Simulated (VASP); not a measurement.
Set up this calculation in VASP 6.6.1, as the native input.

- Task: single point
- Functional: r2SCAN
- Potentials or basis: VASP PAW PBE potentials, release 64 (W_sv, Co)
- Cutoff: 520 eV
- k mesh: 12 × 12 × 12
- Occupations: gaussian, width 0.1 eV
- Spin: collinear spin, ferromagnetic start
- Starting moments: [0.0, 0.0, 0.0, 2.0] μB
- Dipole correction: no
- Further INCAR settings: ALGO = Normal; EDIFF = 1e-07; NBANDS = 38

CoW3:

```
CELL_PARAMETERS angstrom
0.00000 3.10639 3.10639
3.10639 0.00000 3.10639
3.10639 3.10639 0.00000
ATOMIC_POSITIONS crystal
W 0.25000 0.25000 0.25000
W 0.75000 0.75000 0.75000
W 0.50000 0.50000 0.50000
Co 0.00000 0.00000 0.00000
```

The input as run:

POSCAR

```
CoW3
1.0
    0.0000000000      3.1063930068      3.1063930068
    3.1063930068      0.0000000000      3.1063930068
    3.1063930068      3.1063930068      0.0000000000
W Co
3 1
Direct
    0.2500000000      0.2500000000      0.2500000000
    0.7500000000      0.7500000000      0.7500000000
    0.5000000000      0.5000000000      0.5000000000
    0.0000000000      0.0000000000      0.0000000000
```

INCAR.step1

```
ALGO = Normal
EDIFF = 1E-4
ENCUT = 520
GGA = PE
ISMEAR = 0
ISPIN = 2
LASPH = T
LCHARG = F
LMAXMIX = 4
LREAL = F
LWAVE = T
MAGMOM = 0 0 0 2
NBANDS = 38
NELM = 150
PREC = Accurate
SIGMA = 0.1
```

INCAR.step2

```
ALGO = Normal
EDIFF = 1E-7
ENCUT = 520
ISIF = 2
ISMEAR = 0
ISPIN = 2
ISTART = 1
LASPH = T
LCHARG = F
LMAXMIX = 4
LMIXTAU = T
LORBIT = 11
LREAL = F
LWAVE = F
MAGMOM = 0 0 0 2
METAGGA = R2SCAN
NBANDS = 38
NELM = 150
PREC = Accurate
SIGMA = 0.1
```

KPOINTS

```
k-points
0
Gamma
  12 12 12
```

Potentials or basis: VASP PAW PBE potentials, release 64 (W_sv, Co).

Run with:

```sh
$ cat potpaw_PBE.64/W_sv/POTCAR potpaw_PBE.64/Co/POTCAR > POTCAR
$ cp INCAR.step1 INCAR
$ mpirun -np 1 vasp_std > vasp.out
$ cp INCAR.step2 INCAR
$ mpirun -np 1 vasp_std > vasp.out
```

It gave:

```json
{"Pressure": "-1.1 GPa", "Net moment": "2.38 μB per cell", "Site moments": "W +0.31, -0.02 (each value once); Co +1.78 μB", "Valence electrons inside the program's atomic spheres": "W 11.98, 12.21 (each value once); Co 8.21"}
```

Caveat: the PAW data sets were made with another functional, which shifts forces and pressure a little.

It took 20 min on 1 thread of AMD EPYC 9R45 96-Core Processor (Zen 5) (shared host), peak memory 0.39 GiB.
